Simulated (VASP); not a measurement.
# MgO (Periclase) (Fm-3m) in VASP: a series of runs

The runs below take MgO (Periclase) through single point, with PBE.

Program: VASP 6.6.1. These are calculated values, not measurements. Logs are shortened: lines on timing, memory, paths and dates and some standing lists are left out, and cuts for length are marked.

**The experiment to reproduce.**

From “Electronic structure of alkaline earth and post-transition metal oxides”, 2009, arxiv:0908.1581, for a bulk crystal of MgO: band gap 7.83 eV.

The results are compared with them further down.

## 1. The cell of the first run

Symmetry: Fm-3m, No. 225, cubic system. The conventional cell has a = 4.217 Å, b = 4.217 Å, c = 4.217 Å, α = 90.00°, β = 90.00°, γ = 90.00°. Within 2.8 Å of Mg (site symmetry m-3m) lie 6 O at 2.11 Å. O (site symmetry m-3m) has 6 Mg at 2.11 Å within 2.8 Å.

## 2. Single point, PBE

File INCAR:

```
SYSTEM = MgO
ALGO = Normal
EDIFF = 1E-7
ENCUT = 520
GGA = PE
ISIF = 2
ISMEAR = 0
LASPH = .TRUE.
LCHARG = .FALSE.
LREAL = .FALSE.
LWAVE = .FALSE.
NBANDS = 11
NELM = 100
PREC = Accurate
SIGMA = 0.01
```

File KPOINTS:

```
k-points
0
G
  8 8 8
  0 0 0
```

File POSCAR:

```
MgO
1.0
    0.0000000000      2.1085000000      2.1085000000
    2.1085000000      0.0000000000      2.1085000000
    2.1085000000      2.1085000000      0.0000000000
Mg O
1 1
Direct
    0.0000000000      0.0000000000      0.0000000000
    0.5000000000      0.5000000000      0.5000000000
```

Potentials or basis: VASP PAW PBE potentials, release 64 (Mg, O).

Started as:

```
cat potpaw_PBE.64/Mg/POTCAR potpaw_PBE.64/O/POTCAR > POTCAR
mpirun -np 1 vasp_std > vasp.out
```

OUTCAR:

```text
SYSTEM = MgO
   EDIFF = 1E-7
   ENCUT = 520
   GGA = PE
   ISIF = 2
   ISMEAR = 0
   LASPH = .TRUE.
   LREAL = .FALSE.
   NELM = 100
   PREC = Accurate

 ion  position               nearest neighbor table
   1  0.000  0.000  0.000-   2 2.11   2 2.11   2 2.11   2 2.11   2 2.11   2 2.11
   2  0.500  0.500  0.500-   1 2.11   1 2.11   1 2.11   1 2.11   1 2.11   1 2.11

  LATTYP: Found a face centered cubic cell.
 ALAT       =     4.2170000000

  Lattice vectors:

 A1 = (   0.0000000000,   2.1085000000,   2.1085000000)
 A2 = (   2.1085000000,   0.0000000000,   2.1085000000)
 A3 = (   2.1085000000,   2.1085000000,   0.0000000000)

Analysis of symmetry for initial positions (statically):
=====================================================================
 Subroutine PRICEL returns:
 Original cell was already a primitive cell.

 Routine SETGRP: Setting up the symmetry group for a
 face centered cubic supercell.

 Subroutine GETGRP returns: Found 48 space group operations
 (whereof 48 operations were pure point group operations)
 out of a pool of 48 trial point group operations.

The static configuration has the point symmetry O_h .

Analysis of symmetry for dynamics (positions and initial velocities):
=====================================================================
 Subroutine PRICEL returns:
 Original cell was already a primitive cell.

 Routine SETGRP: Setting up the symmetry group for a
 face centered cubic supercell.

 Subroutine GETGRP returns: Found 48 space group operations
 (whereof 48 operations were pure point group operations)
 out of a pool of 48 trial point group operations.

The dynamic configuration has the point symmetry O_h .

 Subroutine INISYM returns: Found 48 space group operations
 (whereof 48 operations are pure point group operations),
 and found     1 'primitive' translations

----------------------------------------------------------------------------------------

                                     Primitive cell

  volume of cell :      18.7478

  direct lattice vectors                    reciprocal lattice vectors
     0.000000000  2.108500000  2.108500000    -0.237135404  0.237135404  0.237135404
     2.108500000  0.000000000  2.108500000     0.237135404 -0.237135404  0.237135404
     2.108500000  2.108500000  0.000000000     0.237135404  0.237135404 -0.237135404

  length of vectors
     2.981869296  2.981869296  2.981869296     0.410730569  0.410730569  0.410730569

  position of ions in fractional coordinates (direct lattice)
     0.000000000  0.000000000  0.000000000
     0.500000000  0.500000000  0.500000000

[... 81 lines left out ...]
   NFREE  =      0    steps in history (QN), initial steepest desc. (CG)
   ISIF   =      2    stress and relaxation
   ISYM   =      2    0-nonsym 1-usesym 2-fastsym
   POTIM  = 0.5000    time-step for ionic-motion
   TEBEG  =    0.0;   TEEND  =   0.0 temperature during run
   PSTRESS=    0.0 pullay stress
   NELECT =       8.0000    total number of electrons
   NUPDOWN=      -1.0000    fix difference up-down
   EMIN   =  10.00;   EMAX   =-10.00  energy-range for DOS
   EFERMI =   0.00;   METHOD = LEGACY
   ISMEAR =     0;   SIGMA  =   0.01  broadening in eV -4-tet -1-fermi 0-gaus
   EFERMI_NEDOS =   21; number of points for ismear=-14 and -15
   IALGO  =     38    algorithm
   IMIX   =      4    mixing-type and parameters
     AMIX     =   0.40;   BMIX     =  1.00
     AMIX_MAG =   1.60;   BMIX_MAG =  1.00
  volume/ion in A,a.u.               =       9.37        63.26
  Fermi-wavevector in a.u.,A,eV,Ry     =   1.232503  2.329092 20.668107  1.519063
  Thomas-Fermi vector in A             =   2.367270
   LORBIT       =      0    0 simple, 1 ext, 2 COOP (PROOUT), +10 PAW based schemes
   GGA     = PE    functional components
   LHFCALC =     F    Hartree Fock is set to
   AEXX    =    0.0000 exact exchange contribution
   IVDW    =     0    specifies the selected vdW correction
   LEPSILON=     F    determine dielectric tensor
   LRPA    =     F    only Hartree local field effects (RPA)
 non-spin polarized calculation
 Gauss-broadening in eV      SIGMA  =   0.01
  energy-cutoff  :      520.00
  volume of cell :       18.75
 maximum number of plane-waves:       531
 NGX is ok and might be reduce to    24
   NGX = 11   NGY = 11   NGZ = 11

 number of electron       8.0000005 magnetization

 Free energy of the ion-electron system (eV)
  ---------------------------------------------------
  ext. energy  EPLUGINS =         0.00000000
  ---------------------------------------------------
  free energy    TOTEN  =       -11.90710888 eV

  energy without entropy =      -11.90710888  energy(sigma->0) =      -11.90710888

 E-fermi :   3.2298     XC(G=0): -11.0620

 val. band max:        3.1605649289   @ k =   0.0000   0.0000   0.0000
 cond. band min:       7.8529273069   @ k =   0.0000   0.0000   0.0000
 fundamental gap:      4.6923623781
 Fermi energy:         3.2297603672

 k-point     1 :       0.0000    0.0000    0.0000
  band No.  band energies     occupation
      1     -14.0849      2.00000
      2       3.1606      2.00000
      3       3.1606      2.00000
      4       3.1606      2.00000
      5       7.8529      0.00000
      6      18.9405      0.00000
      7      18.9405      0.00000
      8      18.9405      0.00000
      9      22.8479      0.00000
     10      24.6182      0.00000
     11      24.6182      0.00000
[... 309 lines left out ...]
 k-point    24 :      -0.3750    0.2500    0.1250
  band No.  band energies     occupation
      1     -12.6596      2.00000
      2      -0.8253      2.00000
      3       1.2344      2.00000
      4       2.1790      2.00000
      5      12.8080      0.00000
      6      15.3264      0.00000
      7      16.6136      0.00000
      8      20.0157      0.00000
      9      23.6454      0.00000
     10      25.1924      0.00000
     11      29.2651      0.00000

 [... further k-points ...]
[... 5 lines left out ...]
  --------------------------------------------------------------------------------------
  -------------------------------------------------------------------------------------
  Total        0.3948472      0.3948472      0.3948472      0.0000000      0.0000000      0.0000000
  in kB       33.7434036     33.7434036     33.7434036      0.0000000      0.0000000      0.0000000
  external PRESSURE =      33.7434036 kB  Pullay stress =       0.0000000 kB

 VOLUME and BASIS-vectors are now :
 -----------------------------------------------------------------------------
  energy-cutoff  :      520.00
  volume of cell :       18.75
      direct lattice vectors                 reciprocal lattice vectors
     0.000000000  2.108500000  2.108500000    -0.237135404  0.237135404  0.237135404
     2.108500000  0.000000000  2.108500000     0.237135404 -0.237135404  0.237135404
     2.108500000  2.108500000  0.000000000     0.237135404  0.237135404 -0.237135404

 POSITION                                       TOTAL-FORCE (eV/Angst)
 -----------------------------------------------------------------------------------
      0.00000      0.00000      0.00000         0.000000      0.000000      0.000000
      2.10850      2.10850      2.10850        -0.000000     -0.000000      0.000000
 -----------------------------------------------------------------------------------
    total drift:                               -0.000000     -0.000000      0.000000

  FREE ENERGIE OF THE ION-ELECTRON SYSTEM (eV)
  ---------------------------------------------------
  free  energy   TOTEN  =       -11.9071088838 eV

  energy  without entropy=      -11.9071088838  energy(sigma->0) =      -11.90710888
```

Run time: 8.5 s. Hardware: 1 thread of AMD EPYC 7R43 (Zen 3), shared host; peak memory 0.1 GiB.

Results:

```yaml
Free_energy: -11.9071 eV
Pressure: 3.4 GPa
Band_gap_on_the_k_mesh: 4.69 eV, direct
```

## 3. Single point, PBE

This run uses another cell than the first one, of 9.75 Å³/atom, 1.040 times its volume.

File INCAR:

```
PREC = Accurate
ENCUT = 520
EDIFF = 1E-6
ISMEAR = 0
SIGMA = 0.01
LREAL = F
LASPH = T
NELM = 60
ALGO = Normal
ISIF = 2
LWAVE = F
LCHARG = F
GGA = PE
NBANDS = 11
```

File KPOINTS:

```
Automatic mesh
0
Gamma
  8 8 8
```

File POSCAR:

```
MgO
1.0
    0.0000000000      2.1362466030      2.1362466030
    2.1362466030      0.0000000000      2.1362466030
    2.1362466030      2.1362466030      0.0000000000
Mg O
1 1
Direct
    0.0000000000      0.0000000000      0.0000000000
    0.5000000000      0.5000000000      0.5000000000
```

Potentials or basis: VASP PAW PBE potentials, release 64 (Mg, O).

Started as:

```
cat potpaw_PBE.64/Mg/POTCAR potpaw_PBE.64/O/POTCAR > POTCAR
mpirun -np 1 vasp_std > vasp.out
```

It took 7.6 s on 1 thread of AMD EPYC 7R43 (Zen 3), shared host; peak memory 0.1 GiB.

The run converged. Its results:

| Property | Result |
| --- | --- |
| Free energy | -11.9092 eV |
| Pressure | -2.7 GPa |
| Band gap on the k mesh | 4.32 eV, direct |

Levels at points of the mesh, in eV from the valence-band top:
```tsv
k point	band 1	band 2	band 3	band 4	band 5	band 6	band 7	band 8
(0.00, 0.00, 0.00)	-17.05	0.00	0.00	0.00	4.32	15.56	15.56	15.56
(0.50, 0.00, 0.00)	-15.87	-4.43	-0.61	-0.61	7.63	12.12	15.87	15.87
(0.50, 0.50, 0.00)	-15.63	-3.91	-1.29	-1.29	9.07	9.51	12.65	18.33
```

## 4. Single point, PBE

This run uses another cell than the first one, of 10.12 Å³/atom, 1.080 times its volume.

File INCAR:

```
SYSTEM = MgO
ALGO = Normal
EDIFF = 1E-7
ENCUT = 520
GGA = PE
ISIF = 2
ISMEAR = 0
LASPH = .TRUE.
LCHARG = .FALSE.
LREAL = .FALSE.
LWAVE = .FALSE.
NBANDS = 11
NELM = 60
PREC = Accurate
SIGMA = 0.01
```

File KPOINTS:

```
k-points
0
G
  8 8 8
  0 0 0
```

File POSCAR:

```
MgO
1.0
    0.0000000000      2.1632905701      2.1632905701
    2.1632905701      0.0000000000      2.1632905701
    2.1632905701      2.1632905701      0.0000000000
Mg O
1 1
Direct
    0.0000000000      0.0000000000      0.0000000000
    0.5000000000      0.5000000000      0.5000000000
```

Started as:

```
cat potpaw_PBE.64/Mg/POTCAR potpaw_PBE.64/O/POTCAR > POTCAR
mpirun -np 1 vasp_std > vasp.out
```

It took 7.7 s on 1 thread of AMD EPYC 7R43 (Zen 3), shared host; peak memory 0.11 GiB.

The run converged. Its results:

```
Free energy            : -11.8859 eV
Pressure               : -7.6 GPa
Band gap on the k mesh : 3.98 eV, direct
```

Levels at points of the mesh, in eV from the valence-band top:
| k point | band 1 | band 2 | band 3 | band 4 | band 5 | band 6 | band 7 | band 8 | band 9 |
| --- | --- | --- | --- | --- | --- | --- | --- | --- | --- |
| (0.00, 0.00, 0.00) | -16.87 | 0.00 | 0.00 | 0.00 | 3.98 | 15.34 | 15.34 | 15.34 | 19.05 |
| (0.50, 0.00, 0.00) | -15.78 | -4.28 | -0.57 | -0.57 | 7.40 | 11.71 | 15.49 | 15.49 | 19.71 |
| (0.50, 0.50, 0.00) | -15.55 | -3.76 | -1.24 | -1.24 | 9.01 | 9.12 | 12.27 | 17.78 | 17.78 |

## 5. Summary

| cell | gap on the mesh (eV) | pressure (GPa) |
| --- | --- | --- |
| a = 2.982 Å, angles 60.0°, 2 atoms | 4.69 | 3.4 |
| a = 3.021 Å, angles 60.0°, 2 atoms | 4.32 | -2.7 |
| a = 3.059 Å, angles 60.0°, 2 atoms | 3.98 | -7.6 |

Alike in all rows: task single point; level PBE; potentials or basis VASP PAW PBE potentials, release 64 (Mg, O); no spin polarisation; k mesh 8 × 8 × 8; cutoff (eV) 520; smearing gaussian 0.01 eV.

Absolute energies hang on the potentials; compare differences alone.

## 6. Against experiment

Step 3. A measured gap of MgO is 7.83 eV (quoted in “Electronic structure of alkaline earth and post-transition metal oxides”, 2009, arxiv:0908.1581); the calculated 4.32 eV misses it by -3.51 eV. The value is that of PBE, without temperature or zero-point motion. Semilocal functionals fall short of measured gaps as a rule.
